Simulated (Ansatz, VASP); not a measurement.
# Na: VASP beside Ansatz

```
Na
1.0
    -2.13847    2.13847    2.13847
     2.13847   -2.13847    2.13847
     2.13847    2.13847   -2.13847
Na
1
Direct
  0.00000 0.00000 0.00000
```

Change from the starting cell: volume scaled by 1.03, PAW files.

Alike in both runs: task electric field gradients; functional PBE; k mesh 12 × 12 × 12; occupations fermi-dirac, width 0.05 eV; no spin polarisation.

|  | VASP | Ansatz |
| --- | --- | --- |
| version | VASP 6.6.1 | Ansatz 0.2.0 |
| potentials or method | VASP PAW PBE potentials, release 64 (Na_pv) | PAW with Ansatz's default frozen-core files, scalar-relativistic |
| plane-wave cutoff (eV) | 400 | 420 |
| valence electrons in the cell | 7 | 9 |

|  | VASP | Ansatz | Ansatz less VASP |
| --- | --- | --- | --- |
| pressure (GPa) | -0.6 | -0.4 | +0.16 |

VASP's potentials hold 7 valence electrons a cell and Ansatz's 9, so a difference there can come from the potentials and not from the codes.
